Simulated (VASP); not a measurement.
Set up this calculation in VASP 6.6.1, as the native input.

```
Task                   : single point
Functional             : r2SCAN
Potentials or basis    : VASP PAW PBE potentials, release 64 (Zn, O)
Cutoff                 : 520 eV
k mesh                 : 12 × 12 × 6
Occupations            : gaussian, width 0.01 eV
Spin                   : no spin polarisation
Dipole correction      : no
Further INCAR settings : ALGO = Normal; EDIFF = 1e-07; NBANDS = 26
```

ZnO:

```
Zn O
1.0
     3.17063    0.00000    0.00000
    -1.58532    2.74585    0.00000
     0.00000    0.00000    5.10673
Zn O
2 2
Cartesian
  0.0000 1.8306 -0.0120
  1.5853 0.9153 2.5414
  0.0000 1.8306 1.9270
  1.5853 0.9153 4.4804
```

This cell differs from its parent crystal: strain -2.0%.

One way to write it, as run:

POSCAR

```
ZnO
1.0
    3.1706340523      0.0000000000      0.0000000000
   -1.5853170261      2.7458496354      0.0000000000
    0.0000000000      0.0000000000      5.1067328084
Zn O
2 2
Direct
    0.3333333333      0.6666666667     -0.0023477531
    0.6666666667      0.3333333333      0.4976522469
    0.3333333333      0.6666666667      0.3773477531
    0.6666666667      0.3333333333      0.8773477531
```

INCAR.step1

```
ALGO     = Normal         # electronic algorithm
EDIFF    = 1E-4           # SCF threshold, eV
ENCUT    = 520            # plane-wave cutoff, eV
GGA      = PE             # functional
ISMEAR   = 0              # smearing method
LASPH    = T              # aspherical terms in the spheres
LCHARG   = F              # write CHGCAR
LREAL    = F              # projectors in reciprocal space
LWAVE    = T              # write WAVECAR
NBANDS   = 26             # bands
NELM     = 60             # most SCF steps
PREC     = Accurate       # precision mode
SIGMA    = 0.01           # smearing width, eV
```

INCAR.step2

```
ALGO     = Normal         # electronic algorithm
EDIFF    = 1E-7           # SCF threshold, eV
ENCUT    = 520            # plane-wave cutoff, eV
ISIF     = 2              # what is computed and relaxed
ISMEAR   = 0              # smearing method
ISTART   = 1            
LASPH    = T              # aspherical terms in the spheres
LCHARG   = F              # write CHGCAR
LMIXTAU  = T            
LREAL    = F              # projectors in reciprocal space
LWAVE    = F              # write WAVECAR
METAGGA  = R2SCAN         # meta-GGA
NBANDS   = 26             # bands
NELM     = 60             # most SCF steps
PREC     = Accurate       # precision mode
SIGMA    = 0.01           # smearing width, eV
```

KPOINTS

```
k-points
0
Gamma
  12 12 6
```

Potentials or basis: VASP PAW PBE potentials, release 64 (Zn, O).

The run is started by

```console
$ cat potpaw_PBE.64/Zn/POTCAR potpaw_PBE.64/O/POTCAR > POTCAR
$ cp INCAR.step1 INCAR
$ mpirun -np 1 vasp_std > vasp.out
$ cp INCAR.step2 INCAR
$ mpirun -np 1 vasp_std > vasp.out
```

Results of the run:

The pressure is 11.8 GPa and the largest force is 0.011 eV/Å. The band gap on the k mesh is 1.33 eV, direct.

Caveat: the cell differs from its parent crystal (strain -2.0%); the PAW data sets were made with another functional, which shifts forces and pressure a little.

It took 97 s on 1 thread of Intel(R) Xeon(R) 6975P-C (Granite Rapids), on a shared host, peak memory 0.2 GiB.
